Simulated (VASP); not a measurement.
I:

```
CELL_PARAMETERS angstrom
2.53835 -3.70662 0.00000
2.53835 3.70662 0.00000
-1.62087 0.00000 2.38110
ATOMIC_POSITIONS crystal
I 0.50000 0.50000 0.50000
```

- Program: VASP 6.6.1
- Task: relaxation of cell and atoms
- Functional: RPBE
- Potentials or basis: VASP PAW PBE potentials, release 64 (I)
- Cutoff: 600 eV
- k mesh: 7 × 7 × 11
- Occupations: fermi-dirac, width 0.05 eV
- Spin: no spin polarisation

At the start: pressure 2.3 GPa; volume 44.81 Å³/atom.

Q: Where does the relaxation end?

A: Over 21 steps the energy falls by 112.4 meV/atom and the volume is 77.95 Å³/atom (+74.0 %); space group Immm (No. 71, to 0.1 Å) before and after.

Step by step:
| step | energy change (eV) | largest force (eV/Å) | pressure (GPa) | volume (Å³) |
| --- | --- | --- | --- | --- |
| 1 | 0.0000 | 0.0000 | 2.32 | 44.81 |
| 2 | -0.0238 | 0.0000 | 0.05 | 49.13 |
| 3 | -0.0247 | 0.0000 | 0.37 | 48.32 |
| 4 | -0.0495 | 0.0000 | 0.30 | 51.00 |
| 5 | -0.0933 | 0.0000 | 0.46 | 59.33 |
| 6 | -0.0812 | 0.0000 | 1.28 | 77.36 |
| 7 | -0.1008 | 0.0000 | 0.82 | 67.70 |
| 8 | -0.1105 | 0.0000 | 0.26 | 72.21 |
| 9 | -0.1120 | 0.0000 | -0.05 | 75.41 |
| 10 | -0.1120 | 0.0000 | -0.02 | 75.11 |
| 11 | -0.1120 | 0.0000 | -0.01 | 74.95 |
| 12 | -0.1121 | 0.0000 | 0.02 | 74.93 |
| 13 | -0.1121 | 0.0000 | 0.03 | 74.92 |
| 14 | -0.1121 | 0.0000 | 0.03 | 74.92 |
| 15 | -0.1121 | 0.0000 | 0.03 | 74.92 |
| 16 | -0.1121 | 0.0000 | 0.03 | 74.92 |
| 17 | -0.1121 | 0.0000 | 0.04 | 74.99 |
| 18 | -0.1121 | 0.0000 | 0.03 | 75.18 |
| 19 | -0.1122 | 0.0000 | 0.02 | 75.58 |
| 20 | -0.1123 | 0.0000 | 0.02 | 76.36 |
| 21 | -0.1124 | 0.0000 | 0.00 | 77.95 |

Final structure:
```
I
1.0
     3.03731   -4.97307    0.29754
     3.03731    4.97307    0.29754
    -1.66096    0.00000    2.41772
I
1
Direct
  0.50000 0.50000 0.50000
```

Caveat: the volume moved by over 15 % at a fixed basis, so the end points are rough; the PAW data sets were made with another functional, which shifts forces and pressure a little; an odd number of electrons without spin polarisation forces a metal; a magnetic or distorted state may lie lower.
